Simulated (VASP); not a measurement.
Input of a VASP 6.6.1 run:

INCAR

```
SYSTEM = MoS2
PREC     = Accurate       ! precision mode
ENCUT    = 520            ! plane-wave cutoff, eV
EDIFF    = 1E-7           ! SCF threshold, eV
ISMEAR   = -1             ! smearing method
SIGMA    = 0.05           ! smearing width, eV
LREAL    = .FALSE.        ! projectors in reciprocal space
LASPH    = .TRUE.         ! aspherical terms in the spheres
NELM     = 100            ! most SCF steps
ALGO     = Normal         ! electronic algorithm
ISIF     = 2              ! what is computed and relaxed
LWAVE    = .FALSE.        ! write WAVECAR
LCHARG   = .FALSE.        ! write CHGCAR
GGA      = PE             ! functional
NBANDS   = 20             ! bands
```

File KPOINTS:

```
regular mesh
0
G
  12 12 12
  0 0 0
```

File POSCAR:

```
MoS2
1.0
    1.5948919339      0.9208112874      6.7220110414
   -1.5948919339      0.9208112874      6.7220110414
    0.0000000000     -1.8416225747      6.7220110414
Mo S
1 2
Direct
    0.0000000000      0.0000000000      0.0000000000
    0.7453384049      0.7453384049      0.7453384049
    0.2546615951      0.2546615951      0.2546615951
```

Potentials or basis: VASP PAW PBE potentials, release 64 (Mo_sv, S).

Launch:

```sh
$ cat potpaw_PBE.64/Mo_sv/POTCAR potpaw_PBE.64/S/POTCAR > POTCAR
$ mpirun -np 1 vasp_std > vasp.out
```

Problem. Predict the largest force.

Solution. 0.008 eV/Å.

Problem. What does it give for the pressure?

Solution. -0.1 GPa.

Problem. Predict the band gap on the k mesh.

Solution. Zero (bands 13 and 14 overlap by 0.65 eV).

Forces in eV/Å, atoms in the order of the input:
```
Mo   0.000  0.000  0.000
S    0.000  0.000 -0.008
S    0.000  0.000  0.008
```
